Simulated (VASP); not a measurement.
# Ti3CuC2 in VASP: single point with r2SCAN

Aim: the single point of Ti3CuC2 with r2SCAN.

Program: VASP 6.6.1. These are calculated values, not measurements. Logs are shortened: lines on timing, memory, paths and dates and some standing lists are left out, and cuts for length are marked.

## Step 1: The cell of the first run

The typed cell holds 12 atoms: a = 3.072 Å, b = 3.072 Å, c = 18.732 Å, α = 90.00°, β = 90.00°, γ = 60.00°.

## Step 2: Single point, r2SCAN

The input, POSCAR:

```
Ti3CuC2
1.0
    1.5361920000      2.6607620000      0.0000000000
   -1.5361920000      2.6607620000      0.0000000000
    0.0000000000      0.0000000000     18.7323350000
Ti C Cu
6 4 2
Direct
    0.0000000000      0.0000000000      0.0000000000
    0.0000000000      0.0000000000      0.5000000000
    0.3333000000      0.3334000000      0.1290000000
    0.6666000000      0.6667000000      0.6290000000
    0.3333000000      0.3334000000      0.3710000000
    0.6667000000      0.6667000000      0.8710000000
    0.3333000000      0.3334000000      0.5701000000
    0.6666000000      0.6667000000      0.0701000000
    0.3333000000      0.3334000000      0.9299000000
    0.6667000000      0.6667000000      0.4299000000
    0.0000000000      0.0000000000      0.2500000000
    0.0000000000      0.0000000000      0.7500000000
```

The input, INCAR.step1:

```
SYSTEM = Ti3CuC2
PREC     = Accurate       ! precision mode
ENCUT    = 660            ! plane-wave cutoff, eV
ISMEAR   = 1              ! smearing method
SIGMA    = 0.2586         ! smearing width, eV
LREAL    = .False.        ! projectors in reciprocal space
LASPH    = .True.         ! aspherical terms in the spheres
NELM     = 120            ! most SCF steps
NBANDS   = 67             ! bands
GGA      = PE             ! functional
ALGO     = Normal         ! electronic algorithm
EDIFF    = 1E-5           ! SCF threshold, eV
LWAVE    = .True.         ! write WAVECAR
LCHARG   = .False.        ! write CHGCAR
GGA_COMPAT= .False.      
KPAR     = 4
```

The input, INCAR.step2:

```
SYSTEM = Ti3CuC2
PREC     = Accurate       ! precision mode
ENCUT    = 660            ! plane-wave cutoff, eV
EDIFF    = 1E-6           ! SCF threshold, eV
ISMEAR   = 1              ! smearing method
SIGMA    = 0.2586         ! smearing width, eV
LREAL    = .False.        ! projectors in reciprocal space
LASPH    = .True.         ! aspherical terms in the spheres
NELM     = 120            ! most SCF steps
ALGO     = Normal         ! electronic algorithm
ISIF     = 2              ! what is computed and relaxed
LWAVE    = .False.        ! write WAVECAR
LCHARG   = .False.        ! write CHGCAR
METAGGA  = R2SCAN         ! meta-GGA
LMIXTAU  = .True.       
NBANDS   = 67             ! bands
ISTART   = 1            
GGA_COMPAT= .False.      
KPAR     = 4
```

The input, KPOINTS:

```
regular mesh
0
Gamma
  13 13 2
  0 0 0
```

Potentials or basis: VASP PAW PBE potentials, release 64 (Ti_sv, C, Cu).

Started as:

```bash
> cat potpaw_PBE.64/Ti_sv/POTCAR potpaw_PBE.64/C/POTCAR potpaw_PBE.64/Cu/POTCAR > POTCAR
> cp INCAR.step1 INCAR
> mpirun -np 4 vasp_std > vasp.out
> cp INCAR.step2 INCAR
> mpirun -np 4 vasp_std > vasp.out
```

OUTCAR:

```text
SYSTEM = Ti3CuC2
   PREC = Accurate
   ENCUT = 660
   EDIFF = 1E-6
   ISMEAR = 1
   LREAL = .False.
   LASPH = .True.
   NELM = 120
   ISIF = 2
   METAGGA = R2SCAN
   ISTART = 1

 ion  position               nearest neighbor table
   1  0.000  0.000  0.000-   8 2.21   9 2.21   9 2.21   8 2.21   8 2.21   9 2.21
   2  0.000  0.000  0.500-  10 2.21   7 2.21   7 2.21  10 2.21  10 2.21   7 2.21
   3  0.333  0.333  0.129-   8 2.09   8 2.09   8 2.09
   4  0.667  0.667  0.629-   7 2.09   7 2.09   7 2.09
   5  0.333  0.333  0.371-  10 2.09  10 2.09  10 2.09
   6  0.667  0.667  0.871-   9 2.09   9 2.09   9 2.09
   7  0.333  0.333  0.570-   4 2.09   4 2.09   4 2.09   2 2.21   2 2.21   2 2.21
   8  0.667  0.667  0.070-   3 2.09   3 2.09   3 2.09   1 2.21   1 2.21   1 2.21
   9  0.333  0.333  0.930-   6 2.09   6 2.09   6 2.09   1 2.21   1 2.21   1 2.21
  10  0.667  0.667  0.430-   5 2.09   5 2.09   5 2.09   2 2.21   2 2.21   2 2.21
  11  0.000  0.000  0.250-
  12  0.000  0.000  0.750-

  LATTYP: Found a hexagonal cell.
 ALAT       =     3.0723834854
 C/A-ratio  =     6.0970041952

  Lattice vectors:

 A1 = (   1.5361920000,  -2.6607620000,   0.0000000000)
 A2 = (   1.5361920000,   2.6607620000,   0.0000000000)
 A3 = (   0.0000000000,   0.0000000000,  18.7323350000)

Analysis of symmetry for initial positions (statically):
=====================================================================
 Subroutine PRICEL returns:
 Original cell was already a primitive cell.

 Routine SETGRP: Setting up the symmetry group for a
 hexagonal supercell.

 Subroutine GETGRP returns: Found  2 space group operations
 (whereof  1 operations were pure point group operations)
 out of a pool of 24 trial point group operations.

The static configuration has the point symmetry C_1 .
 The point group associated with its full space group is C_2 .

Analysis of symmetry for dynamics (positions and initial velocities):
=====================================================================
 Subroutine PRICEL returns:
 Original cell was already a primitive cell.

 Routine SETGRP: Setting up the symmetry group for a
 hexagonal supercell.

 Subroutine GETGRP returns: Found  2 space group operations
 (whereof  1 operations were pure point group operations)
 out of a pool of 24 trial point group operations.
[... 123 lines left out ...]
   LREAL  =      F    real-space projection
[... 7 lines left out ...]
   TEBEG  =    0.0;   TEEND  =   0.0 temperature during run
   PSTRESS=    0.0 pullay stress
   NELECT =     110.0000    total number of electrons
   NUPDOWN=      -1.0000    fix difference up-down
   EMIN   =  10.00;   EMAX   =-10.00  energy-range for DOS
   EFERMI =   0.00;   METHOD = LEGACY
   ISMEAR =     1;   SIGMA  =   0.26  broadening in eV -4-tet -1-fermi 0-gaus
   EFERMI_NEDOS =   21; number of points for ismear=-14 and -15
   IALGO  =     38    algorithm
   IMIX   =      4    mixing-type and parameters
     AMIX     =   0.40;   BMIX     =  1.00
     AMIX_MAG =   1.60;   BMIX_MAG =  1.00
  volume/ion in A,a.u.               =      12.76        86.12
  Fermi-wavevector in a.u.,A,eV,Ry     =   1.466160  2.770640 29.247409  2.149624
  Thomas-Fermi vector in A             =   2.581930
   LORBIT       =      0    0 simple, 1 ext, 2 COOP (PROOUT), +10 PAW based schemes
   METAGGA = R2SCAN    functional components
   LHFCALC =     F    Hartree Fock is set to
   AEXX    =    0.0000 exact exchange contribution
   IVDW    =     0    specifies the selected vdW correction
   LEPSILON=     F    determine dielectric tensor
   LRPA    =     F    only Hartree local field effects (RPA)
 non-spin polarized calculation
 Methfessel and Paxton  Order N= 1 SIGMA  =   0.26
  energy-cutoff  :      660.00
  volume of cell :      153.13
 maximum number of plane-waves:      5945
 NGX is ok and might be reduce to    28
   NGX = 13   NGY = 13   NGZ = 79

 number of electron     109.9999997 magnetization

 Free energy of the ion-electron system (eV)
  ---------------------------------------------------
  ext. energy  EPLUGINS =         0.00000000
  ---------------------------------------------------
  free energy    TOTEN  =      -146.93797284 eV

  energy without entropy =     -146.90767593  energy(sigma->0) =     -146.92787387

 E-fermi :   7.8138     XC(G=0): -12.7274

 val. band max:        7.8108717209   @ k =   0.4615   0.0000   0.0000
 cond. band min:       7.8139382015   @ k =   0.0000   0.4615   0.5000
 fundamental gap:      0.0030664806
 Fermi energy:         7.8138338938

 k-point     1 :       0.0000    0.0000    0.0000
  band No.  band energies     occupation
      1     -51.4115      2.00000
      2     -51.4114      2.00000
      3     -51.4029      2.00000
      4     -51.4028      2.00000
      5     -51.2686      2.00000
      6     -51.2686      2.00000
[... 1669 lines left out ...]
     66      10.5268     -0.00000
     67      10.5721     -0.00000

 [... further k-points ...]

------------------------ aborting loop because EDIFF is reached ----------------------------------------

  FORCE on cell =-STRESS in cart. coord.  units (eV):
  Direction    XX          YY          ZZ          XY          YZ          ZX
  --------------------------------------------------------------------------------------
  -------------------------------------------------------------------------------------
  Total       -5.0484400     -5.0478890     -7.3860868      0.0004752      0.0028549      0.0016482
  in kB      -52.8195067    -52.8137421    -77.2772307      0.0049718      0.0298692      0.0172444
  external PRESSURE =     -60.9701598 kB  Pullay stress =       0.0000000 kB

 VOLUME and BASIS-vectors are now :
 -----------------------------------------------------------------------------
  energy-cutoff  :      660.00
  volume of cell :      153.13
      direct lattice vectors                 reciprocal lattice vectors
     1.536192000  2.660762000  0.000000000     0.325480148  0.187916093  0.000000000
    -1.536192000  2.660762000  0.000000000    -0.325480148  0.187916093  0.000000000
     0.000000000  0.000000000 18.732335000     0.000000000  0.000000000  0.053383628

 POSITION                                       TOTAL-FORCE (eV/Angst)
 -----------------------------------------------------------------------------------
      0.00000      0.00000      0.00000        -0.001758      0.000212      0.000141
      0.00000      0.00000      9.36617        -0.001063      0.001416     -0.000141
     -0.00015      1.77393      2.41647         0.000156     -0.001472      0.148267
     -0.00015      3.54759     11.78264         0.000153      0.001445      0.148428
     -0.00015      1.77393      6.94970         0.001353      0.000601     -0.148267
      0.00000      3.54786     16.31586        -0.001175     -0.000855     -0.148428
     -0.00015      1.77393     10.67930         0.000933     -0.001823      0.008874
     -0.00015      3.54759      1.31314         0.000853      0.001961      0.008823
     -0.00015      1.77393     17.41920         0.002045      0.000104     -0.008874
      0.00000      3.54786      8.05303        -0.001272     -0.001719     -0.008823
      0.00000      0.00000      4.68308        -0.000116      0.000067      0.000000
      0.00000      0.00000     14.04925        -0.000108      0.000062      0.000000
 -----------------------------------------------------------------------------------
    total drift:                               -0.000005      0.000003     -0.000000

  FREE ENERGIE OF THE ION-ELECTRON SYSTEM (eV)
  ---------------------------------------------------
  free  energy   TOTEN  =      -146.9379728385 eV

  energy  without entropy=     -146.9076759285  energy(sigma->0) =     -146.92787387
```

OSZICAR.step1:

```text
N       E                     dE             d eps       ncg     rms          rms(c)
[... 13 lines left out ...]
DAV:  14    -0.981937313785E+02    0.23560E-01   -0.38646E-01 20808   0.956E+00    0.873E-01
DAV:  15    -0.981904813496E+02    0.32500E-02   -0.13673E-01 19896   0.474E+00    0.348E-01
DAV:  16    -0.981903420764E+02    0.13927E-03   -0.19773E-02 20464   0.193E+00    0.274E-01
DAV:  17    -0.981895430258E+02    0.79905E-03   -0.34523E-03 20698   0.625E-01    0.152E-01
DAV:  18    -0.981893413907E+02    0.20164E-03   -0.12548E-03 22112   0.290E-01    0.646E-02
DAV:  19    -0.981892997889E+02    0.41602E-04   -0.23289E-04 20769   0.166E-01    0.266E-02
DAV:  20    -0.981892889648E+02    0.10824E-04   -0.65322E-05 14453   0.118E-01    0.568E-03
DAV:  21    -0.981892901271E+02   -0.11623E-05   -0.14364E-05 10040   0.252E-02
   1 F= -.98189290E+02 E0= -.98176517E+02  d E =-.383192E-01
```

Run time: 45 min. Hardware: 4 MPI ranks of Intel Xeon Platinum 8375C at 2.90GHz (Ice Lake), shared host; peak memory 1.2 GiB.

What came out:

* Free energy: -146.9380 eV
* Pressure: -6.1 GPa
* Largest force: 0.148 eV/Å
* Band gap on the k mesh: zero (bands 55 and 56 overlap by 0.97 eV)

Forces on the atoms (eV/Å):
```
Ti  -0.002  0.000  0.000
Ti  -0.001  0.001  0.000
Ti   0.000 -0.001  0.148
Ti   0.000  0.001  0.148
Ti   0.001  0.001 -0.148
Ti  -0.001 -0.001 -0.148
C    0.001 -0.002  0.009
C    0.001  0.002  0.009
C    0.002  0.000 -0.009
C   -0.001 -0.002 -0.009
Cu   0.000  0.000  0.000
Cu   0.000  0.000  0.000
```

Caveat: the cell stands under tension; the PAW data sets were made with another functional, which shifts forces and pressure a little.
